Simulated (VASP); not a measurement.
# TiO2 (P4_2/mnm) in VASP: notebook, part 2 of 2

VASP 6.6.1.

## Step 5: Single point, revPBE+D3(BJ)

This run uses another cell than the first one, of 10.44 Å³/atom, 1.064 times its volume.

Input file INCAR:

```
SYSTEM = TiO2
  ALGO = Normal
  EDIFF = 1E-6
  ENCUT = 520
  GGA = RE
  ISIF = 2
  ISMEAR = -1
  IVDW = 12
  LASPH = .TRUE.
  LCHARG = .FALSE.
  LREAL = .FALSE.
  LWAVE = .FALSE.
  NBANDS = 33
  NELM = 100
  PREC = Accurate
  SIGMA = 0.05
```

Input file KPOINTS:

```
k-points
0
G
  6 6 9
  0 0 0
```

Input file POSCAR:

```
TiO2
1.0
    4.5998373239      0.0000000000      0.0000000000
    0.0000000000      4.5998373239      0.0000000000
    0.0000000000      0.0000000000      2.9592135600
Ti O
2 4
Direct
    0.0000000000      0.0000000000      0.5000000000
    0.5000000000      0.5000000000      0.0000000000
    0.3043213200      0.3043213200      0.5000000000
    0.1956786800      0.8043213200      0.0000000000
    0.8043213200      0.1956786800      0.0000000000
    0.6956786800      0.6956786800      0.5000000000
```

Run with:

```sh
> cat potpaw_PBE.64/Ti_sv/POTCAR potpaw_PBE.64/O/POTCAR > POTCAR
> mpirun -np 1 vasp_std > vasp.out
```

Wall time 38 s (1 thread of Intel Xeon 6975P-C (Granite Rapids), shared host); peak memory 0.22 GiB.

Results (log left out):

- Free energy: -54.3629 eV
- Pressure: 0.8 GPa
- Largest force: 0.056 eV/Å
- Band gap on the k mesh: 1.87 eV, direct
- Dispersion energy per atom: -0.482 eV

Forces on the atoms (eV/Å):
```
Ti   0.000  0.000  0.000
Ti   0.000  0.000  0.000
O   -0.040 -0.040  0.000
O    0.040 -0.040  0.000
O   -0.040  0.040  0.000
O    0.040  0.040  0.000
```

Stress tensor (GPa, compression positive):
```
0.83 0.00 0.00
0.00 0.83 0.00
0.00 0.00 0.67
```

Levels at points of the mesh, in eV from the valence-band top:
```
           k point  band 22  band 23  band 24  band 25  band 26  band 27
(0.00, 0.00, 0.00)    -0.45    -0.45     0.00     1.87     2.16     2.40
(0.50, 0.00, 0.00)    -1.64    -0.74    -0.74     2.53     2.53     3.01
(0.50, 0.50, 0.00)    -1.31    -1.07    -1.07     1.90     1.90     2.51
```

Caveat: the PAW data sets were made with another functional, which shifts forces and pressure a little. A k mesh can miss the band edges.

## Step 6: Single point, revPBE+D3(BJ)

This run uses another cell than the first one, of 10.64 Å³/atom, 1.085 times its volume.

Input file INCAR:

```
SYSTEM = TiO2
  PREC = Accurate
  ENCUT = 520
  EDIFF = 1E-6
  ISMEAR = -1
  SIGMA = 0.05
  LREAL = .FALSE.
  LASPH = .TRUE.
  NELM = 80
  ALGO = Normal
  ISIF = 2
  LWAVE = .FALSE.
  LCHARG = .FALSE.
  GGA = RE
  IVDW = 12
  NBANDS = 33
```

Input file KPOINTS:

```
Automatic mesh
0
G
  6 6 9
  0 0 0
```

POSCAR: that of step 5 with these lines changed.

```diff
@@ -2,5 +2,5 @@
 1.0
-    4.5998373239      0.0000000000      0.0000000000
-    0.0000000000      4.5998373239      0.0000000000
-    0.0000000000      0.0000000000      2.9592135600
+    4.6303007105      0.0000000000      0.0000000000
+    0.0000000000      4.6303007105      0.0000000000
+    0.0000000000      0.0000000000      2.9788115719
 Ti O
```

Potentials or basis: VASP PAW PBE potentials, release 64 (Ti_sv, O).

Run with:

```sh
> cat potpaw_PBE.64/Ti_sv/POTCAR potpaw_PBE.64/O/POTCAR > POTCAR
> mpirun -np 1 vasp_std > vasp.out
```

OUTCAR:

```text
SYSTEM = TiO2
   PREC = Accurate
   ENCUT = 520
   EDIFF = 1E-6
   ISMEAR = -1
   LREAL = .FALSE.
   LASPH = .TRUE.
   NELM = 80
   ISIF = 2
   GGA = RE
   IVDW = 12
 IVDW          = 12

 ion  position               nearest neighbor table
   1  0.000  0.000  0.500-   4 1.96   5 1.96   4 1.96   5 1.96   3 1.99   6 1.99
   2  0.500  0.500  0.000-   3 1.96   6 1.96   3 1.96   6 1.96   5 1.99   4 1.99
   3  0.304  0.304  0.500-   2 1.96   2 1.96   1 1.99
   4  0.196  0.804  0.000-   1 1.96   1 1.96   2 1.99
   5  0.804  0.196  0.000-   1 1.96   1 1.96   2 1.99
   6  0.696  0.696  0.500-   2 1.96   2 1.96   1 1.99

  LATTYP: Found a simple tetragonal cell.
 ALAT       =     4.6303007105
 C/A-ratio  =     0.6433300466

  Lattice vectors:

 A1 = (   4.6303007105,   0.0000000000,   0.0000000000)
 A2 = (   0.0000000000,   4.6303007105,   0.0000000000)
 A3 = (   0.0000000000,   0.0000000000,   2.9788115719)

Analysis of symmetry for initial positions (statically):
=====================================================================
[... 185 lines left out ...]
 cond. band min:       6.5521333425   @ k =   0.0000   0.0000   0.0000
 fundamental gap:      1.8170150821
 Fermi energy:         5.6144189161

 k-point     1 :       0.0000    0.0000    0.0000
  band No.  band energies     occupation
      1     -52.3851      2.00000
      2     -52.3702      2.00000
      3     -28.6183      2.00000
      4     -28.6183      2.00000
      5     -28.4689      2.00000
      6     -28.4689      2.00000
[... 853 lines left out ...]
     32       9.7697      0.00000
     33      11.0824      0.00000

 [... further k-points ...]

------------------------ aborting loop because EDIFF is reached ----------------------------------------

 Edisp (eV)   -2.83402

 E8    (eV) :    -1.8858

  FORCE on cell =-STRESS in cart. coord.  units (eV):
  Direction    XX          YY          ZZ          XY          YZ          ZX
  --------------------------------------------------------------------------------------
  -------------------------------------------------------------------------------------
  Total      -1.30412    -1.30412    -1.81875     0.00000     0.00000     0.00000
  in kB     -32.71641   -32.71641   -45.62692     0.00000     0.00000     0.00000
  external pressure =      -37.02 kB  Pullay stress =        0.00 kB

 VOLUME and BASIS-vectors are now :
 -----------------------------------------------------------------------------
  energy-cutoff  :      520.00
  volume of cell :       63.86
      direct lattice vectors                 reciprocal lattice vectors
     4.630300711  0.000000000  0.000000000     0.215968695  0.000000000  0.000000000
     0.000000000  4.630300711  0.000000000     0.000000000  0.215968695  0.000000000
     0.000000000  0.000000000  2.978811572     0.000000000  0.000000000  0.335704349

 POSITION                                       TOTAL-FORCE (eV/Angst)
 -----------------------------------------------------------------------------------
      0.00000      0.00000      1.48941         0.000000     -0.000000      0.000000
      2.31515      2.31515      0.00000         0.000000     -0.000000      0.000000
      1.40910      1.40910      1.48941         0.025087      0.025087     -0.000000
      0.90605      3.72425      0.00000        -0.025087      0.025087     -0.000000
      3.72425      0.90605      0.00000         0.025087     -0.025087      0.000000
      3.22120      3.22120      1.48941        -0.025087     -0.025087      0.000000
 -----------------------------------------------------------------------------------
    total drift:                                0.000000      0.000000      0.000000

  FREE ENERGIE OF THE ION-ELECTRON SYSTEM (eV)
  ---------------------------------------------------
  free  energy   TOTEN  =       -54.3531066172 eV

  energy  without entropy=      -54.3531066165  energy(sigma->0) =      -54.35310662
```

Run time: 39 s. Hardware: 1 thread of Intel Xeon 6975P-C (Granite Rapids), shared host; peak memory 0.23 GiB.

Results:

- Free energy: -54.3531 eV
- Pressure: -3.7 GPa
- Largest force: 0.035 eV/Å
- Band gap on the k mesh: 1.82 eV, direct
- Dispersion energy per atom: -0.472 eV

Forces in eV/Å, atoms in the order of the input:
```
Ti   0.000  0.000  0.000
Ti   0.000  0.000  0.000
O    0.025  0.025  0.000
O   -0.025  0.025  0.000
O    0.025 -0.025  0.000
O   -0.025 -0.025  0.000
```

Levels at points of the mesh, in eV from the valence-band top:
```
           k point  band 20  band 21  band 22  band 23  band 24  band 25  band 26  band 27  band 28  band 29
(0.00, 0.00, 0.00)    -1.96    -0.71    -0.45    -0.45     0.00     1.82     2.10     2.33     2.42     2.42
(0.50, 0.00, 0.00)    -3.01    -1.62    -1.62    -0.72    -0.72     2.46     2.46     2.93     2.93     3.45
(0.50, 0.50, 0.00)    -2.11    -1.30    -1.30    -1.07    -1.07     1.85     1.85     2.44     2.44     3.70
```

Caveat: the PAW data sets were made with another functional, which shifts forces and pressure a little.

## Step 7: The runs side by side

| cell | gap on the mesh (eV) | pressure (GPa) | largest force (eV/Å) |
| --- | --- | --- | --- |
| a = 4.506, b = 4.506, c = 2.899 Å, 6 atoms | 2.02 | 17.5 | 0.37 |
| a = 4.538, b = 4.538, c = 2.919 Å, 6 atoms | 1.97 | 11.3 | 0.26 |
| a = 4.569, b = 4.569, c = 2.939 Å, 6 atoms | 1.92 | 5.7 | 0.15 |
| a = 4.600, b = 4.600, c = 2.959 Å, 6 atoms | 1.87 | 0.8 | 0.06 |
| a = 4.630, b = 4.630, c = 2.979 Å, 6 atoms | 1.82 | -3.7 | 0.04 |

Alike in all rows: task single point; level revPBE+D3(BJ); potentials or basis VASP PAW PBE potentials, release 64 (Ti_sv, O); no spin polarisation; k mesh 6 × 6 × 9; cutoff (eV) 520; smearing fermi-dirac 0.05 eV.

Caveats: the PAW data sets were made with another functional, which shifts forces and pressure a little.

Absolute energies hang on the potentials; compare differences alone.
